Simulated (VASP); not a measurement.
Here is a VASP 6.6.1 calculation.

The input INCAR:

```
SYSTEM = WS2
ALGO     = Normal         ! electronic algorithm
DIPOL    = 0.5 0.5 0.333
EDIFF    = 1E-6           ! SCF threshold, eV
ENCUT    = 520            ! plane-wave cutoff, eV
GGA      = PS             ! functional
IDIPOL   = 3            
ISIF     = 2              ! what is computed and relaxed
ISMEAR   = 0              ! smearing method
LASPH    = .TRUE.         ! aspherical terms in the spheres
LCHARG   = .TRUE.         ! write CHGCAR
LDIPOL   = .TRUE.       
LELF     = .TRUE.         ! ELF
LREAL    = .FALSE.        ! projectors in reciprocal space
LVACPOTAV= .TRUE.       
LVHAR    = .TRUE.       
LWAVE    = .FALSE.        ! write WAVECAR
NBANDS   = 20             ! bands
NELM     = 100            ! most SCF steps
PREC     = Accurate       ! precision mode
SIGMA    = 0.01           ! smearing width, eV
```

File KPOINTS:

```
k-points
0
G
  12 12 1
  0 0 0
```

The input POSCAR:

```
WS2
1.0
    3.1530000000      0.0000000000      0.0000000000
   -1.5765000000      2.7305780981      0.0000000000
    0.0000000000      0.0000000000     30.0680000000
W S
1 2
Direct
    0.3333333333      0.6666666667      0.3325794865
    0.6666666667      0.3333333333      0.3846004503
    0.6666666667      0.3333333333      0.2805585227
```

Potentials or basis: VASP PAW PBE potentials, release 64 (W_sv, S).

Command:

```console
$ cat potpaw_PBE.64/W_sv/POTCAR potpaw_PBE.64/S/POTCAR > POTCAR
$ mpirun -np 1 vasp_std > vasp.out
```

(1) Predict the band gap on the k mesh.

(2) What does it give for the largest force?

Results:

(1) 1.91 eV, direct.

(2) 0.023 eV/Å.

Caveat: the PAW data sets were made with another functional, which shifts forces and pressure a little; spin-orbit coupling is left out, which moves the levels of the heavy elements.
